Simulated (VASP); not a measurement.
# KTaO3 (Pm-3m) in VASP: settings compared

The runs below take KTaO3 through single point, with PBE, PBEsol, LDA.

Everything below comes from runs of VASP 6.6.1. Logs are shortened: lines on timing, memory, paths and dates and some standing lists are left out, and cuts for length are marked.

### 1 The cell of the first run

Symmetry: Pm-3m, No. 221, cubic system. The conventional cell has a = 3.988 Å, b = 3.988 Å, c = 3.988 Å, α = 90.00°, β = 90.00°, γ = 90.00°. Within 2.6 Å of Ta (site symmetry m-3m) lie 6 O at 1.99 Å. K (site symmetry m-3m) has 12 O at 2.82 Å and 8 Ta at 3.45 Å within 3.7 Å. Within 2.6 Å of O (site symmetry 4/mmm) lie 2 Ta at 1.99 Å.

### 2 Single point, PBE

File INCAR:

```
ALGO = Normal ; EDIFF = 1E-7
ENCUT = 520 ; GGA = PE
ISIF = 2 ; ISMEAR = -1
LASPH = True ; LCHARG = True
LELF = True ; LREAL = False
LVHAR = True ; LWAVE = False
NBANDS = 27 ; NELM = 80
PREC = Accurate ; SIGMA = 0.05
```

File KPOINTS:

```
k-points
0
Gamma
  7 7 7
```

File POSCAR:

```
KTaO3
1.0
    3.9883000000      0.0000000000      0.0000000000
    0.0000000000      3.9883000000      0.0000000000
    0.0000000000      0.0000000000      3.9883000000
Ta K O
1 1 3
Direct
    0.0000000000      0.0000000000      0.0000000000
    0.5000000000      0.5000000000      0.5000000000
    0.0000000000      0.0000000000      0.5000000000
    0.0000000000      0.5000000000      0.0000000000
    0.5000000000      0.0000000000      0.0000000000
```

Potentials or basis: VASP PAW PBE potentials, release 64 (Ta_pv, K_sv, O).

Command:

```bash
cat potpaw_PBE.64/Ta_pv/POTCAR potpaw_PBE.64/K_sv/POTCAR potpaw_PBE.64/O/POTCAR > POTCAR
mpirun -np 1 vasp_std > vasp.out
```

OUTCAR:

```text
EDIFF = 1E-7
   ENCUT = 520
   GGA = PE
   ISIF = 2
   ISMEAR = -1
   LASPH = True
   LREAL = False
   NELM = 80
   PREC = Accurate

 ion  position               nearest neighbor table
   1  0.000  0.000  0.000-   3 1.99   4 1.99   5 1.99   3 1.99   4 1.99   5 1.99   2 3.45   2 3.45
                             2 3.45   2 3.45   2 3.45   2 3.45   2 3.45   2 3.45
   2  0.500  0.500  0.500-   3 2.82   4 2.82   5 2.82   4 2.82   5 2.82   3 2.82   5 2.82   5 2.82
                             3 2.82   4 2.82   4 2.82   3 2.82   1 3.45   1 3.45   1 3.45   1 3.45
   3  0.000  0.000  0.500-   1 1.99   1 1.99   2 2.82   2 2.82   2 2.82   2 2.82
   4  0.000  0.500  0.000-   1 1.99   1 1.99   2 2.82   2 2.82   2 2.82   2 2.82
   5  0.500  0.000  0.000-   1 1.99   1 1.99   2 2.82   2 2.82   2 2.82   2 2.82

  LATTYP: Found a simple cubic cell.
 ALAT       =     3.9883000000

  Lattice vectors:

 A1 = (   3.9883000000,   0.0000000000,   0.0000000000)
 A2 = (   0.0000000000,   3.9883000000,   0.0000000000)
 A3 = (   0.0000000000,   0.0000000000,   3.9883000000)

Analysis of symmetry for initial positions (statically):
=====================================================================
 Subroutine PRICEL returns:
 Original cell was already a primitive cell.

 Routine SETGRP: Setting up the symmetry group for a
 simple cubic supercell.

 Subroutine GETGRP returns: Found 48 space group operations
 (whereof 48 operations were pure point group operations)
 out of a pool of 48 trial point group operations.

The static configuration has the point symmetry O_h .

Analysis of symmetry for dynamics (positions and initial velocities):
=====================================================================
 Subroutine PRICEL returns:
 Original cell was already a primitive cell.

 Routine SETGRP: Setting up the symmetry group for a
 simple cubic supercell.

 Subroutine GETGRP returns: Found 48 space group operations
 (whereof 48 operations were pure point group operations)
 out of a pool of 48 trial point group operations.

The dynamic configuration has the point symmetry O_h .

 Subroutine INISYM returns: Found 48 space group operations
 (whereof 48 operations are pure point group operations),
 and found     1 'primitive' translations

----------------------------------------------------------------------------------------

                                     Primitive cell

  volume of cell :      63.4400
[... 90 lines left out ...]
   EDIFF  = 0.1E-06   stopping-criterion for ELM
   LREAL  =      F    real-space projection
   EDIFFG = 0.1E-05   stopping-criterion for IOM
   NSW    =      0    number of steps for IOM
   IBRION =     -1    ionic relax: 0-MD 1-quasi-New 2-CG
   NFREE  =      0    steps in history (QN), initial steepest desc. (CG)
   ISIF   =      2    stress and relaxation
   ISYM   =      2    0-nonsym 1-usesym 2-fastsym
   POTIM  = 0.5000    time-step for ionic-motion
   TEBEG  =    0.0;   TEEND  =   0.0 temperature during run
   PSTRESS=    0.0 pullay stress
   NELECT =      38.0000    total number of electrons
   NUPDOWN=      -1.0000    fix difference up-down
   EMIN   =  10.00;   EMAX   =-10.00  energy-range for DOS
   EFERMI =   0.00;   METHOD = LEGACY
   ISMEAR =    -1;   SIGMA  =   0.05  broadening in eV -4-tet -1-fermi 0-gaus
   EFERMI_NEDOS =   21; number of points for ismear=-14 and -15
   IALGO  =     38    algorithm
   IMIX   =      4    mixing-type and parameters
     AMIX     =   0.40;   BMIX     =  1.00
     AMIX_MAG =   1.60;   BMIX_MAG =  1.00
  volume/ion in A,a.u.               =      12.69        85.62
  Fermi-wavevector in a.u.,A,eV,Ry     =   1.380008  2.607837 25.911228  1.904422
  Thomas-Fermi vector in A             =   2.504925
   LORBIT       =      0    0 simple, 1 ext, 2 COOP (PROOUT), +10 PAW based schemes
   GGA     = PE    functional components
   LHFCALC =     F    Hartree Fock is set to
   AEXX    =    0.0000 exact exchange contribution
   IVDW    =     0    specifies the selected vdW correction
   LEPSILON=     F    determine dielectric tensor
   LRPA    =     F    only Hartree local field effects (RPA)
 non-spin polarized calculation
  energy-cutoff  :      520.00
  volume of cell :       63.44
 maximum number of plane-waves:      1743
 NGX is ok and might be reduce to    30
   NGX = 15   NGY = 15   NGZ = 15

 number of electron      37.9999976 magnetization

 Free energy of the ion-electron system (eV)
  ---------------------------------------------------
  ext. energy  EPLUGINS =         0.00000000
  ---------------------------------------------------
  free energy    TOTEN  =       -41.02984217 eV

  energy without entropy =      -41.02984217  energy(sigma->0) =      -41.02984217

 E-fermi :   2.8824     XC(G=0): -10.8738

 val. band max:        1.7437599941   @ k =   0.4286   0.4286   0.4286
 cond. band min:       3.9781166316   @ k =   0.0000   0.0000   0.0000
 fundamental gap:      2.2343566375
 Fermi energy:         2.8824034347

 k-point     1 :       0.0000    0.0000    0.0000
  band No.  band energies     occupation
      1     -32.3214      2.00000
      2     -32.3214      2.00000
      3     -32.3214      2.00000
      4     -25.5206      2.00000
      5     -15.7496      2.00000
      6     -15.0432      2.00000
[... 589 lines left out ...]
     26      12.8802      0.00000
     27      13.7818      0.00000

------------------------ aborting loop because EDIFF is reached ----------------------------------------

  FORCE on cell =-STRESS in cart. coord.  units (eV):
  Direction    XX          YY          ZZ          XY          YZ          ZX
  --------------------------------------------------------------------------------------
  -------------------------------------------------------------------------------------
  Total        2.4083503      2.4083503      2.4083503     -0.0000000      0.0000000     -0.0000000
  in kB       60.8228533     60.8228533     60.8228533     -0.0000000      0.0000000     -0.0000000
  external PRESSURE =      60.8228533 kB  Pullay stress =       0.0000000 kB

 VOLUME and BASIS-vectors are now :
 -----------------------------------------------------------------------------
  energy-cutoff  :      520.00
  volume of cell :       63.44
      direct lattice vectors                 reciprocal lattice vectors
     3.988300000  0.000000000  0.000000000     0.250733395  0.000000000  0.000000000
     0.000000000  3.988300000  0.000000000     0.000000000  0.250733395  0.000000000
     0.000000000  0.000000000  3.988300000     0.000000000  0.000000000  0.250733395

 POSITION                                       TOTAL-FORCE (eV/Angst)
 -----------------------------------------------------------------------------------
      0.00000      0.00000      0.00000         0.000000      0.000000      0.000000
      1.99415      1.99415      1.99415         0.000000      0.000000      0.000000
      0.00000      0.00000      1.99415         0.000000      0.000000      0.000000
      0.00000      1.99415      0.00000         0.000000      0.000000      0.000000
      1.99415      0.00000      0.00000         0.000000      0.000000      0.000000
 -----------------------------------------------------------------------------------
    total drift:                                0.000000     -0.000000      0.000000

  FREE ENERGIE OF THE ION-ELECTRON SYSTEM (eV)
  ---------------------------------------------------
  free  energy   TOTEN  =       -41.0298421659 eV

  energy  without entropy=      -41.0298421658  energy(sigma->0) =      -41.02984217
```

OSZICAR:

```text
N       E                     dE             d eps       ncg     rms          rms(c)
DAV:   1     0.316616131502E+03    0.31662E+03   -0.20764E+04  1080   0.140E+03
DAV:   2    -0.300275358237E+02   -0.34664E+03   -0.33701E+03  1258   0.406E+02
DAV:   3    -0.490291020153E+02   -0.19002E+02   -0.18910E+02  1503   0.913E+01
DAV:   4    -0.495901927375E+02   -0.56109E+00   -0.56012E+00  1744   0.103E+01
DAV:   5    -0.495932874469E+02   -0.30947E-02   -0.30944E-02  1418   0.787E-01    0.340E+01
DAV:   6    -0.412496681415E+02    0.83436E+01   -0.34685E+01  1237   0.397E+01    0.131E+01
DAV:   7    -0.410950320511E+02    0.15464E+00   -0.17345E+00  1427   0.841E+00    0.923E+00
DAV:   8    -0.410498585895E+02    0.45173E-01   -0.39331E-01  1272   0.522E+00    0.295E+00
DAV:   9    -0.410314727014E+02    0.18386E-01   -0.33073E-02  1262   0.143E+00    0.494E-01
DAV:  10    -0.410298654465E+02    0.16073E-02   -0.14793E-02  1463   0.767E-01    0.102E-01
DAV:  11    -0.410298104123E+02    0.55034E-04   -0.10365E-03  1465   0.203E-01    0.324E-02
DAV:  12    -0.410298369078E+02   -0.26496E-04   -0.49105E-05  1408   0.602E-02    0.119E-02
DAV:  13    -0.410298423146E+02   -0.54068E-05   -0.71203E-06  1476   0.208E-02    0.461E-03
DAV:  14    -0.410298423497E+02   -0.35109E-07   -0.10791E-06  1430   0.647E-03    0.500E-03
DAV:  15    -0.410298421977E+02    0.15204E-06   -0.17160E-07  1059   0.346E-03    0.401E-04
DAV:  16    -0.410298421659E+02    0.31824E-07   -0.24056E-08   856   0.104E-03
   1 F= -.41029842E+02 E0= -.41029842E+02  d E =-.527740E-10
```

stdout:

```text
POSCAR found type information on POSCAR TaK O
 POSCAR found :  3 types and       5 ions
 scaLAPACK will be used
 LDA part: xc-table for (Slater+PW92), standard interpolation
 POSCAR, INCAR and KPOINTS ok, starting setup
 FFT: planning ... GRIDC
 FFT: planning ... GRID_SOFT
 FFT: planning ... GRID
 WAVECAR not read
 entering main loop
```

Wall time 17 s (1 thread of Intel Xeon 6975P-C (Granite Rapids), shared host); peak memory 0.18 GiB.

What came out:

* Free energy: -41.0298 eV
* Pressure: 6.1 GPa
* Band gap on the k mesh: 2.23 eV, indirect (least direct gap 2.80 eV)

Levels at points of the mesh, in eV from the valence-band top:
```csv
k point,band 17,band 18,band 19,band 20,band 21,band 22
"(0.00, 0.00, 0.00)",-0.56,-0.56,-0.56,2.23,2.23,2.23
```

Caveat: spin-orbit coupling is left out, which moves the levels of the heavy elements. A k mesh can miss the band edges.

[end of part 1 of 2]
